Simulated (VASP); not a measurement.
Set up this calculation in VASP 6.6.1, as the native input.

```
Task                   : single point
Functional             : r2SCAN
Potentials or basis    : VASP PAW PBE potentials, release 64 (Au)
Cutoff                 : 520 eV
k mesh                 : 24 × 24 × 24
Occupations            : gaussian, width 0.15 eV
Spin                   : no spin polarisation
Dipole correction      : no
Further INCAR settings : ALGO = Normal; EDIFF = 1e-07; NBANDS = 12
```

Au:

```
Au
1.0
    -1.52469    1.52469    1.59098
     1.52469   -1.52469    1.59098
     1.52469    1.52469   -1.59098
Au
1
Direct
  0.00000 0.00000 0.00000
```

This cell differs from its parent crystal: strain -0.080 along x and y, -0.040 along z.

The input as run:

POSCAR

```
Au
1.0
   -1.5246874800      1.5246874800      1.5909782400
    1.5246874800     -1.5246874800      1.5909782400
    1.5246874800      1.5246874800     -1.5909782400
Au
1
Direct
    0.0000000000      0.0000000000      0.0000000000
```

INCAR.step1

```
SYSTEM = Au
  PREC = Accurate
  ENCUT = 520
  ISMEAR = 0
  SIGMA = 0.15
  LREAL = .FALSE.
  LASPH = .TRUE.
  NELM = 100
  NBANDS = 12
  GGA = PE
  ALGO = Normal
  EDIFF = 1E-4
  LWAVE = .TRUE.
  LCHARG = .FALSE.
```

INCAR.step2

```
SYSTEM = Au
  PREC = Accurate
  ENCUT = 520
  EDIFF = 1E-7
  ISMEAR = 0
  SIGMA = 0.15
  LREAL = .FALSE.
  LASPH = .TRUE.
  NELM = 100
  ALGO = Normal
  ISIF = 2
  LWAVE = .FALSE.
  LCHARG = .TRUE.
  METAGGA = R2SCAN
  LMIXTAU = .TRUE.
  LELF = .TRUE.
  LVHAR = .TRUE.
  NBANDS = 12
  ISTART = 1
```

KPOINTS

```
regular mesh
0
G
  24 24 24
  0 0 0
```

Potentials or basis: VASP PAW PBE potentials, release 64 (Au).

Launch:

```console
$ cat potpaw_PBE.64/Au/POTCAR > POTCAR
$ cp INCAR.step1 INCAR
$ mpirun -np 1 vasp_std > vasp.out
$ cp INCAR.step2 INCAR
$ mpirun -np 1 vasp_std > vasp.out
```

It gave:

```json
{"Pressure": "44.5 GPa", "Band gap on the k mesh": "zero (an odd number of electrons rules out a gap without spin polarisation)"}
```

Caveat: the cell differs from its parent crystal (strain -0.080 along x and y, -0.040 along z); the cell stands under pressure; the PAW data sets were made with another functional, which shifts forces and pressure a little; spin-orbit coupling is left out, which moves the levels of the heavy elements.

Run time: 8.8 min on 1 thread of Intel(R) Xeon(R) Platinum 8259CL CPU @ 2.50GHz (Skylake/Cascade Lake), on a shared host, peak memory 0.29 GiB.
